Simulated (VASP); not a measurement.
Runs of VASP 6.6.1 on BaAs. It takes space group Pm-3m (No. 221, cubic). Conventional cell: a = 4.025 Å, b = 4.025 Å, c = 4.025 Å, α = 90.00°, β = 90.00°, γ = 90.00°. Within 4.6 Å of Ba (site symmetry m-3m) lie 8 As at 3.49 Å and 6 Ba at 4.02 Å. As (site symmetry m-3m) has 8 Ba at 3.49 Å and 6 As at 4.02 Å within 4.6 Å. 

```tsv
level	k mesh	smearing	pressure (GPa)	moment (μB)
PBEsol	8 × 8 × 8	gaussian 0.05 eV	-1.8	0.00
r2SCAN	6 × 6 × 6	methfessel-paxton 0.05 eV	(a)	0.00
PBEsol	9 × 9 × 9	gaussian 0.05 eV	-1.8	0.00
PBEsol	6 × 6 × 6	gaussian 0.05 eV	-1.7	0.00
```

Alike in all rows: task single point; potentials or basis VASP PAW PBE potentials, release 64 (Ba_sv, As); spin non-collinear, zero start, SOC; cell as given; cutoff (eV) 520.

Question: Estimate the missing entries.

Answer: (a) 0.2.

Caveats: the PAW data sets were made with another functional, which shifts forces and pressure a little.
